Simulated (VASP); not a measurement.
# BaTiO3: single point with r2SCAN

Crystal: BaTiO3.

```
Ba Ti O
1.0
     3.99404    0.00000    0.00000
     0.00000    3.99404    0.00000
     0.00000    0.00000    4.11386
Ba Ti O
1 1 3
Direct
  0.50000 0.50000 0.50000
  0.00000 0.00000 0.00000
  0.50000 0.00000 0.00000
  0.00000 0.50000 0.00000
  0.00000 0.00000 0.50000
```

| Quantity | Value |
| --- | --- |
| Program | VASP 6.6.1 |
| Task | single point |
| Functional | r2SCAN |
| Potentials or basis | VASP PAW PBE potentials, release 64 (Ba_sv, Ti_sv, O) |
| Cutoff | 520 eV |
| k mesh | 8 × 8 × 8 |
| Occupations | gaussian, width 0.02 eV |
| Spin | no spin polarisation |

```yaml
Pressure: -3.0 GPa
Band_gap_on_the_k_mesh: 2.02 eV (least direct gap 2.23 eV)
```

Stress tensor (GPa, compression positive):
```
-1.28  0.00  0.00
 0.00 -1.28  0.00
 0.00  0.00 -6.45
```

Levels at points of the mesh, in eV from the valence-band top:
```
           k point  band 17  band 18  band 19  band 20  band 21  band 22  band 23  band 24
(0.00, 0.00, 0.00)    -1.08    -0.23    -0.20    -0.20     2.03     2.03     2.08     3.86
(0.50, 0.00, 0.00)    -1.94    -1.86    -0.81    -0.77     2.18     3.77     3.78     3.91
(0.50, 0.50, 0.00)    -1.80    -0.77    -0.77    -0.07     3.77     3.77     4.24     4.67
(0.00, 0.00, 0.50)    -1.62    -1.62    -0.77    -0.77     2.20     3.53     3.53     4.08
(0.50, 0.00, 0.50)    -1.84    -1.03    -1.02    -0.16     3.54     3.78     4.09     4.94
(0.50, 0.50, 0.50)    -2.39    -0.05    -0.05     0.00     4.32     4.32     4.45     7.20
```

Wall time 6.4 min on 1 thread of Intel(R) Xeon(R) Platinum 8488C (Sapphire Rapids), on a shared host, peak memory 0.28 GiB.

Caveat: the stress differs along the axes, from -6 to -1 GPa; the PAW data sets were made with another functional, which shifts forces and pressure a little; spin-orbit coupling is left out, which moves the levels of the heavy elements. A k mesh can miss the band edges.
